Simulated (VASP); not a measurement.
A run of VASP 6.6.1 is set up as follows.

The input INCAR:

```
SYSTEM = BaTiO3
PREC = Accurate ; ENCUT = 520
EDIFF = 1E-6 ; ISMEAR = -1
SIGMA = 0.05 ; LREAL = .FALSE.
LASPH = .TRUE. ; NELM = 100
ALGO = Normal ; ISIF = 2
LWAVE = .FALSE. ; LCHARG = .TRUE.
GGA = PE ; LELF = .TRUE.
LVHAR = .TRUE. ; NBANDS = 28
```

The input KPOINTS:

```
Automatic mesh
0
G
  4 4 4
  0 0 0
```

Contents of POSCAR:

```
BaTiO3
1.0
    3.9998000000      0.0000000000      0.0000000000
    0.0000000000      3.9998000000      0.0000000000
    0.0000000000      0.0000000000      4.0180000000
Ba Ti O
1 1 3
Direct
    0.0000000000      0.0000000000      0.0000000000
    0.5000000000      0.5000000000      0.4900000000
    0.0000000000      0.5000000000      0.5170000000
    0.5000000000      0.0000000000      0.5170000000
    0.5000000000      0.5000000000      0.0190000000
```

Potentials or basis: VASP PAW PBE potentials, release 64 (Ba_sv, Ti_sv, O).

The run is started by

```sh
$ cat potpaw_PBE.64/Ba_sv/POTCAR potpaw_PBE.64/Ti_sv/POTCAR potpaw_PBE.64/O/POTCAR > POTCAR
$ mpirun -np 1 vasp_std > vasp.out
```

Estimate the pressure.

4.2 GPa.

Predict the largest force.

0.305 eV/Å.

What does it give for the band gap on the k mesh?

1.76 eV, indirect (least direct gap 2.05 eV).

Forces in eV/Å, atoms in the order of the input:
```
Ba   0.000  0.000  0.072
Ti   0.000  0.000 -0.199
O    0.000  0.000 -0.089
O    0.000  0.000 -0.089
O    0.000  0.000  0.305
```

Caveat: spin-orbit coupling is left out, which moves the levels of the heavy elements. A k mesh can miss the band edges.
